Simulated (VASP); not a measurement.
# InSb (zincblende type) (F-43m) in VASP: notebook, part 2 of 2

VASP 6.6.1.

### Step 3. Single point, PBE (volume scaled by 0.72)

Input file INCAR:

```
PREC = Accurate
ENCUT = 520
EDIFF = 1E-6
ISMEAR = -1
SIGMA = 0.1
LREAL = False
LASPH = True
NELM = 100
ALGO = Normal
ISIF = 2
LWAVE = False
LCHARG = False
GGA = PE
NBANDS = 16
```

Input file KPOINTS:

```
Automatic mesh
0
Gamma
  11 11 11
```

Input file POSCAR:

```
InSb
1.0
    0.0000000000      2.9741561659      2.9741561659
    2.9741561659      0.0000000000      2.9741561659
    2.9741561659      2.9741561659      0.0000000000
In Sb
1 1
Direct
    0.0000000000      0.0000000000      0.0000000000
    0.2500000000      0.2500000000      0.2500000000
```

Potentials or basis: VASP PAW PBE potentials, release 64 (In_d, Sb).

Launch:

```sh
$ cat potpaw_PBE.64/In_d/POTCAR potpaw_PBE.64/Sb/POTCAR > POTCAR
$ mpirun -np 1 vasp_std > vasp.out
```

OUTCAR:

```text
PREC = Accurate
   ENCUT = 520
   EDIFF = 1E-6
   ISMEAR = -1
   LREAL = False
   LASPH = True
   NELM = 100
   ISIF = 2
   GGA = PE

 ion  position               nearest neighbor table
   1  0.000  0.000  0.000-   2 2.58   2 2.58   2 2.58   2 2.58
   2  0.250  0.250  0.250-   1 2.58   1 2.58   1 2.58   1 2.58

  LATTYP: Found a face centered cubic cell.
 ALAT       =     5.9483123318

  Lattice vectors:

 A1 = (   0.0000000000,   2.9741561659,   2.9741561659)
 A2 = (   2.9741561659,   0.0000000000,   2.9741561659)
 A3 = (   2.9741561659,   2.9741561659,   0.0000000000)

Analysis of symmetry for initial positions (statically):
=====================================================================
 Subroutine PRICEL returns:
 Original cell was already a primitive cell.

 Routine SETGRP: Setting up the symmetry group for a
 face centered cubic supercell.

 Subroutine GETGRP returns: Found 24 space group operations
 (whereof 24 operations were pure point group operations)
 out of a pool of 48 trial point group operations.

The static configuration has the point symmetry T_d .

Analysis of symmetry for dynamics (positions and initial velocities):
=====================================================================
 Subroutine PRICEL returns:
 Original cell was already a primitive cell.

 Routine SETGRP: Setting up the symmetry group for a
 face centered cubic supercell.

 Subroutine GETGRP returns: Found 24 space group operations
 (whereof 24 operations were pure point group operations)
 out of a pool of 48 trial point group operations.

The dynamic configuration has the point symmetry T_d .

 Subroutine INISYM returns: Found 24 space group operations
 (whereof 24 operations are pure point group operations),
 and found     1 'primitive' translations

----------------------------------------------------------------------------------------

                                     Primitive cell

  volume of cell :      52.6164

  direct lattice vectors                    reciprocal lattice vectors
     0.000000000  2.974156166  2.974156166    -0.168114911  0.168114911  0.168114911
     2.974156166  0.000000000  2.974156166     0.168114911 -0.168114911  0.168114911
     2.974156166  2.974156166  0.000000000     0.168114911  0.168114911 -0.168114911

  length of vectors
     4.206091986  4.206091986  4.206091986     0.291183568  0.291183568  0.291183568

  position of ions in fractional coordinates (direct lattice)
     0.000000000  0.000000000  0.000000000
     0.250000000  0.250000000  0.250000000

  ion indices of the primitive-cell ions
   primitive index   ion index
                 1           1
                 2           2

----------------------------------------------------------------------------------------

 KPOINTS: Automatic mesh

Automatic generation of k-mesh.
 Grid dimensions read from file:
 generate k-points for:   11   11   11

 Generating k-lattice:

  Cartesian coordinates                     Fractional coordinates (reciprocal lattice)
    -0.015283174  0.015283174  0.015283174     0.090909091  0.000000000  0.000000000
     0.015283174 -0.015283174  0.015283174     0.000000000  0.090909091  0.000000000
     0.015283174  0.015283174 -0.015283174     0.000000000  0.000000000  0.090909091

  Length of vectors
     0.026471233  0.026471233  0.026471233

  Shift w.r.t. Gamma in fractional coordinates (k-lattice)
     0.000000000  0.000000000  0.000000000

 Subroutine IBZKPT returns following result:
 ===========================================

 Found     56 irreducible k-points:

 Following reciprocal coordinates:
            Coordinates               Weight
  0.000000  0.000000  0.000000      1.000000
  0.090909  0.000000  0.000000      8.000000
  0.181818  0.000000  0.000000      8.000000
  0.272727  0.000000  0.000000      8.000000
  0.363636  0.000000  0.000000      8.000000
  0.454545  0.000000  0.000000      8.000000
[... 16 lines left out ...]
 -0.272727  0.181818  0.000000     24.000000
 -0.181818  0.181818  0.000000     12.000000
 [... further k-points ...]
   k-points           NKPTS =     56   k-points in BZ     NKDIM =     56   number of bands    NBANDS=     16
   number of dos      NEDOS =    301   number of ions     NIONS =      2
   total plane-waves  NPLWV =  32768
   dimension x,y,z NGX =    32 NGY =   32 NGZ =   32
   dimension x,y,z NGXF=    64 NGYF=   64 NGZF=   64
   ions per type =               1   1
   NGX,Y,Z   is equivalent  to a cutoff of  12.65, 12.65, 12.65 a.u.
   NGXF,Y,Z  is equivalent  to a cutoff of  25.30, 25.30, 25.30 a.u.
 SYSTEM =  unknown system
   PREC   = accura    normal or accurate (medium, high low for compatibility)
   ISTART =      0    job   : 0-new  1-cont  2-samecut
   ICHARG =      2    charge: 1-file 2-atom 10-const
   ISPIN  =      1    spin polarized calculation?
   LNONCOLLINEAR =      F non collinear calculations
   LSORBIT =      F    spin-orbit coupling
   LASPH  =      T    aspherical Exc in radial PAW
   ENCUT  =  520.0 eV  38.22 Ry    6.18 a.u.   7.82  7.82  7.82*2*pi/ulx,y,z
   NELM   =    100;   NELMIN=  2; NELMDL= -5     # of ELM steps
   EDIFF  = 0.1E-05   stopping-criterion for ELM
   LREAL  =      F    real-space projection
   EDIFFG = 0.1E-04   stopping-criterion for IOM
   NSW    =      0    number of steps for IOM
   IBRION =     -1    ionic relax: 0-MD 1-quasi-New 2-CG
   NFREE  =      0    steps in history (QN), initial steepest desc. (CG)
   ISIF   =      2    stress and relaxation
   ISYM   =      2    0-nonsym 1-usesym 2-fastsym
   POTIM  = 0.5000    time-step for ionic-motion
   TEBEG  =    0.0;   TEEND  =   0.0 temperature during run
   PSTRESS=    0.0 pullay stress
   NELECT =      18.0000    total number of electrons
   NUPDOWN=      -1.0000    fix difference up-down
   EMIN   =  10.00;   EMAX   =-10.00  energy-range for DOS
   EFERMI =   0.00;   METHOD = LEGACY
   ISMEAR =    -1;   SIGMA  =   0.10  broadening in eV -4-tet -1-fermi 0-gaus
   EFERMI_NEDOS =   21; number of points for ismear=-14 and -15
   IALGO  =     38    algorithm
   IMIX   =      4    mixing-type and parameters
     AMIX     =   0.40;   BMIX     =  1.00
     AMIX_MAG =   1.60;   BMIX_MAG =  1.00
  volume/ion in A,a.u.               =      26.31       177.54
  Fermi-wavevector in a.u.,A,eV,Ry     =   1.144964  2.163669 17.836462  1.310943
  Thomas-Fermi vector in A             =   2.281654
   LORBIT       =      0    0 simple, 1 ext, 2 COOP (PROOUT), +10 PAW based schemes
   GGA     = PE    functional components
   LHFCALC =     F    Hartree Fock is set to
   AEXX    =    0.0000 exact exchange contribution
   IVDW    =     0    specifies the selected vdW correction
   LEPSILON=     F    determine dielectric tensor
   LRPA    =     F    only Hartree local field effects (RPA)
 non-spin polarized calculation
  energy-cutoff  :      520.00
  volume of cell :       52.62
 maximum number of plane-waves:      1431
   NGX = 15   NGY = 15   NGZ = 15

 number of electron      18.0000006 magnetization

 Free energy of the ion-electron system (eV)
  ---------------------------------------------------
  ext. energy  EPLUGINS =         0.00000000
  ---------------------------------------------------
  free energy    TOTEN  =        -5.72166339 eV

  energy without entropy =       -5.72118062  energy(sigma->0) =       -5.72142200

 E-fermi :   8.6206     XC(G=0):  -9.8368

 val. band max:        8.2953972898   @ k =   0.0000   0.0000   0.0000
 cond. band min:       9.0291866988   @ k =   0.4545   0.4545   0.0000
 fundamental gap:      0.7337894090
 Fermi energy:         8.6206327697

 k-point     1 :       0.0000    0.0000    0.0000
  band No.  band energies     occupation
      1      -7.1749      2.00000
      2      -7.1749      2.00000
      3      -7.1749      2.00000
      4      -6.9882      2.00000
      5      -6.9882      2.00000
      6      -4.4116      2.00000
[... 8 lines left out ...]
     15      17.0389      0.00000
     16      17.0443      0.00000
[... 419 lines left out ...]
 k-point    24 :      -0.1818    0.1818    0.0000
  band No.  band energies     occupation
      1      -7.2649      2.00000
      2      -7.1418      2.00000
      3      -7.1341      2.00000
      4      -6.9970      2.00000
      5      -6.9877      2.00000
      6      -3.3184      2.00000
[... 8 lines left out ...]
     15      16.9654      0.00000
     16      17.6929      0.00000

 [... further k-points ...]

------------------------ aborting loop because EDIFF is reached ----------------------------------------

  FORCE on cell =-STRESS in cart. coord.  units (eV):
  Direction    XX          YY          ZZ          XY          YZ          ZX
  --------------------------------------------------------------------------------------
  -------------------------------------------------------------------------------------
  Total        8.6676549      8.6676549      8.6676549     -0.0000000      0.0000000      0.0000000
  in kB      263.9312968    263.9312968    263.9312968     -0.0000000      0.0000000      0.0000000
  external PRESSURE =     263.9312968 kB  Pullay stress =       0.0000000 kB

 VOLUME and BASIS-vectors are now :
 -----------------------------------------------------------------------------
  energy-cutoff  :      520.00
  volume of cell :       52.62
      direct lattice vectors                 reciprocal lattice vectors
     0.000000000  2.974156166  2.974156166    -0.168114911  0.168114911  0.168114911
     2.974156166  0.000000000  2.974156166     0.168114911 -0.168114911  0.168114911
     2.974156166  2.974156166  0.000000000     0.168114911  0.168114911 -0.168114911

 POSITION                                       TOTAL-FORCE (eV/Angst)
 -----------------------------------------------------------------------------------
      0.00000      0.00000      0.00000        -0.000000     -0.000000     -0.000000
      1.48708      1.48708      1.48708         0.000000      0.000000      0.000000
 -----------------------------------------------------------------------------------
    total drift:                               -0.000000     -0.000000     -0.000000

  FREE ENERGIE OF THE ION-ELECTRON SYSTEM (eV)
  ---------------------------------------------------
  free  energy   TOTEN  =        -5.7216633914 eV

  energy  without entropy=       -5.7211806184  energy(sigma->0) =       -5.72142200
```

OSZICAR:

```text
N       E                     dE             d eps       ncg     rms          rms(c)
DAV:   1     0.117641646693E+03    0.11764E+03   -0.80063E+03  1792   0.120E+03
DAV:   2     0.131639624579E+01   -0.11633E+03   -0.11233E+03  2024   0.300E+02
DAV:   3    -0.571183608568E+01   -0.70282E+01   -0.70067E+01  2312   0.740E+01
DAV:   4    -0.590113665775E+01   -0.18930E+00   -0.18927E+00  2224   0.132E+01
DAV:   5    -0.591103617709E+01   -0.98995E-02   -0.98994E-02  2704   0.255E+00    0.635E+00
DAV:   6    -0.575732367787E+01    0.15371E+00   -0.17007E-01  2504   0.783E+00    0.362E+00
DAV:   7    -0.572071753681E+01    0.36606E-01   -0.11218E-01  2392   0.376E+00    0.882E-01
DAV:   8    -0.572106708587E+01   -0.34955E-03   -0.10927E-02  2384   0.137E+00    0.492E-01
DAV:   9    -0.572160121460E+01   -0.53413E-03   -0.11106E-03  2144   0.238E-01    0.885E-02
DAV:  10    -0.572163601896E+01   -0.34804E-04   -0.69830E-05  2400   0.962E-02    0.446E-02
DAV:  11    -0.572166267372E+01   -0.26655E-04   -0.51526E-05  2056   0.699E-02    0.196E-02
DAV:  12    -0.572166339136E+01   -0.71764E-06   -0.12190E-06  1912   0.152E-02
   1 F= -.57216634E+01 E0= -.57214220E+01  d E =-.482773E-03
```

stdout:

```text
POSCAR found type information on POSCAR InSb
 POSCAR found :  2 types and       2 ions
 scaLAPACK will be used
 LDA part: xc-table for (Slater+PW92), standard interpolation
 POSCAR, INCAR and KPOINTS ok, starting setup
 FFT: planning ... GRIDC
 FFT: planning ... GRID_SOFT
 FFT: planning ... GRID
 WAVECAR not read
 entering main loop
```

Wall time 20 s (1 thread of Intel Xeon Platinum 8559C (Emerald Rapids), shared host); peak memory 0.2 GiB.

What came out:

```yaml
Free_energy: -5.7217 eV
Pressure: 26.4 GPa
Band_gap_on_the_k_mesh: 0.73 eV, indirect (least direct gap 1.35 eV)
```

Levels at points of the mesh, in eV from the valence-band top:
| k point | band 6 | band 7 | band 8 | band 9 | band 10 | band 11 | band 12 | band 13 |
| --- | --- | --- | --- | --- | --- | --- | --- | --- |
| (0.00, 0.00, 0.00) | -12.71 | 0.00 | 0.00 | 0.00 | 1.35 | 2.82 | 2.82 | 2.82 |

Caveat: spin-orbit coupling is left out, which moves the levels of the heavy elements.
